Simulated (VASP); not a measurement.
NaTiPt3:

```
Na Ti Pt
1.0
     4.30970    0.00000    0.00000
     0.00000    4.30970    0.00000
     0.00000    0.00000    4.30970
Na Ti Pt
1 1 3
Direct
  0.00000 0.00000 0.00000
  0.50000 0.50000 0.50000
  0.00000 0.50000 0.50000
  0.50000 0.00000 0.50000
  0.50000 0.50000 0.00000
```

- Program: VASP 6.6.1
- Task: relaxation of cell and atoms
- Functional: PBE
- Potentials or basis: VASP PAW PBE potentials, release 64 (Na_pv, Ti_sv, Pt)
- Cutoff: 600 eV
- k mesh: 4 × 4 × 4
- Occupations: gaussian, width 0.1 eV
- Spin: no spin polarisation

At the start: pressure 51.7 GPa; volume 16.01 Å³/atom.

Question: How do energy, volume and symmetry change on relaxing?

Answer: Over 4 steps the energy falls by 689.6 meV/atom and the volume is 21.73 Å³/atom (+35.7 %); space group Pm-3m (No. 221, to 0.05 Å).

Step by step:
```csv
step,energy change (eV),largest force (eV/Å),pressure (GPa),volume (Å³)
1,0.0000,0.0000,51.69,80.05
2,-0.5871,0.0000,-11.77,156.04
3,-3.4304,0.0000,-0.50,109.30
4,-3.4482,0.0000,-0.02,108.66
```

Final structure:
```cif
data_structure
_symmetry_space_group_name_H-M 'P 1'
_symmetry_Int_Tables_number 1
_cell_length_a 4.7719
_cell_length_b 4.7719
_cell_length_c 4.7719
_cell_angle_alpha 90.000
_cell_angle_beta 90.000
_cell_angle_gamma 90.000
_cell_volume 108.66
loop_
_atom_site_label
_atom_site_type_symbol
_atom_site_fract_x
_atom_site_fract_y
_atom_site_fract_z
_atom_site_occupancy
Na1 Na 0.00000 0.00000 0.00000 1
Ti1 Ti 0.50000 0.50000 0.50000 1
Pt1 Pt 0.00000 0.50000 0.50000 1
Pt2 Pt 0.50000 0.00000 0.50000 1
Pt3 Pt 0.50000 0.50000 0.00000 1
```

Caveat: the k points lie up to 0.33 Å⁻¹ apart in the final cell; the volume moved by over 15 % at a fixed basis, so the end points are rough.
